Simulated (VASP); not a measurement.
# Y: single point with PBE

Crystal: Y.

```
CELL_PARAMETERS angstrom
3.25501 0.00000 0.00000
0.00000 3.25501 0.00000
0.00000 0.00000 3.25501
ATOMIC_POSITIONS crystal
Y 0.00000 0.00000 0.00000
```

This isn't the form of Y at room conditions, which is hcp.

| Quantity | Value |
| --- | --- |
| Program | VASP 6.6.1 |
| Task | single point |
| Functional | PBE |
| Potentials or basis | VASP PAW PBE potentials, release 64 (Y_sv) |
| Cutoff | 520 eV |
| k mesh | 8 × 8 × 8 |
| Occupations | fermi-dirac, width 0.05 eV |
| Spin | no spin polarisation |
| Dipole correction | no |
| Further INCAR settings | ALGO = Normal; EDIFF = 1e-06; NBANDS = 12 |

```yaml
Pressure: 0.0 GPa
Band_gap_on_the_k_mesh: zero (an odd number of electrons rules out a gap without spin polarisation)
```

Levels at points of the mesh, in eV from the Fermi level:
```csv
k point,band 2,band 3,band 4,band 5,band 6,band 7,band 8,band 9,band 10,band 11
"(0.00, 0.00, 0.00)",-22.64,-22.64,-22.64,-4.51,-0.63,-0.63,5.22,5.22,5.22,10.15
"(0.50, 0.00, 0.00)",-23.36,-22.58,-22.58,-1.79,-0.02,0.08,2.74,2.74,5.48,7.62
"(0.50, 0.50, 0.00)",-23.26,-23.26,-22.52,-1.86,0.13,3.29,3.29,3.54,3.54,6.74
"(0.50, 0.50, 0.50)",-23.16,-23.16,-23.16,-0.60,-0.60,-0.60,5.55,6.91,6.91,7.81
```

Wall time 20 s on 1 thread of AMD EPYC 7R13, on a shared host, peak memory 0.12 GiB.
